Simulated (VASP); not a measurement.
InF7:

```
CELL_PARAMETERS angstrom
0.00000 3.69839 3.69839
3.69839 0.00000 3.69839
3.69839 3.69839 0.00000
ATOMIC_POSITIONS crystal
In 0.00000 0.00000 0.00000
F 0.00000 0.00000 0.50000
F 0.50000 0.00000 0.50000
F 0.00000 0.50000 0.50000
F 0.50000 0.50000 0.00000
F 0.00000 0.50000 0.00000
F 0.50000 0.00000 0.00000
F 0.50000 0.50000 0.50000
```

* Program: VASP 6.6.1
* Task: relaxation of cell and atoms
* Functional: PBE
* Potentials or basis: VASP PAW PBE potentials, release 64 (In_d, F)
* Cutoff: 600 eV
* k mesh: 4 × 4 × 4
* Occupations: gaussian, width 0.1 eV
* Spin: no spin polarisation

At the start: pressure -12.1 GPa; volume 12.65 Å³/atom.

Task: Where does the relaxation end?

Result: Over 4 steps the energy falls by 121.9 meV/atom and the volume is 10.11 Å³/atom (-20.0 %); space group Fm-3m (No. 225, to 0.05 Å).

The path:
| step | energy change (eV) | largest force (eV/Å) | pressure (GPa) | volume (Å³) |
| --- | --- | --- | --- | --- |
| 1 | 0.0000 | 0.0000 | -12.12 | 101.17 |
| 2 | -0.8253 | 0.0000 | -6.49 | 87.80 |
| 3 | -0.9729 | 0.0000 | -0.88 | 81.75 |
| 4 | -0.9749 | 0.0000 | 0.14 | 80.89 |

Final structure:
```
In F
1.0
     0.00000    3.43262    3.43262
     3.43262    0.00000    3.43262
     3.43262    3.43262    0.00000
In F
1 7
Direct
  0.00000 0.00000 0.00000
  0.00000 0.00000 0.50000
  0.50000 0.00000 0.50000
  0.00000 0.50000 0.50000
  0.50000 0.50000 0.00000
  0.00000 0.50000 0.00000
  0.50000 0.00000 0.00000
  0.50000 0.50000 0.50000
```

Caveat: the k points lie up to 0.40 Å⁻¹ apart in the final cell; the volume moved by over 15 % at a fixed basis, so the end points are rough.
